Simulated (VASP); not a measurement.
Write the native input for VASP 6.6.1 that does the following.

```
Task                   : single point
Functional             : PBEsol
Potentials or basis    : VASP PAW PBE potentials, release 64 (Mg, C)
Cutoff                 : 520 eV
k mesh                 : 5 × 5 × 4, shifted
Occupations            : gaussian, width 0.01 eV
Spin                   : no spin polarisation
Dipole correction      : no
Further INCAR settings : ALGO = Normal; EDIFF = 1e-06; NBANDS = 19
```

The structure of MgC2 lies in POSCAR:

```
MgC2
1.0
    3.9507770000      0.0000000000      0.0000000000
    0.0000000000      3.9507770000      0.0000000000
    0.0000000000      0.0000000000      4.9870890000
Mg C
2 4
Direct
    0.5000000000      0.5000000000      0.0000000000
    0.0000000000      0.0000000000      0.5000000000
    0.8876500000      0.8876500000      0.0000000000
    0.6123500000      0.3876600000      0.5000000000
    0.1123500000      0.1123500000      0.0000000000
    0.3876600000      0.6123500000      0.5000000000
```

These files were run (other wordings do the same):

INCAR

```
SYSTEM = MgC2
PREC = Accurate
ENCUT = 520
EDIFF = 1E-6
ISMEAR = 0
SIGMA = 0.01
LREAL = .FALSE.
LASPH = .TRUE.
NELM = 100
ALGO = Normal
ISIF = 2
LWAVE = .FALSE.
LCHARG = .TRUE.
GGA = PS
LELF = .TRUE.
LVHAR = .TRUE.
NBANDS = 19
```

KPOINTS

```
Automatic mesh
0
Gamma
  5 5 4
  0 0 0.5
```

Potentials or basis: VASP PAW PBE potentials, release 64 (Mg, C).

The run is started by

```sh
$ cat potpaw_PBE.64/Mg/POTCAR potpaw_PBE.64/C/POTCAR > POTCAR
$ mpirun -np 1 vasp_std > vasp.out
```

Results of the run:

* Pressure: -2.2 GPa
* Largest force: 0.107 eV/Å
* Band gap on the k mesh: 2.63 eV (least direct gap 2.96 eV)

Caveat: the PAW data sets were made with another functional, which shifts forces and pressure a little; a shifted mesh leaves out Γ, where band edges can lie.

Wall time 48 s on 1 thread of Intel Xeon 8259CL (shared host), peak memory 0.18 GiB.
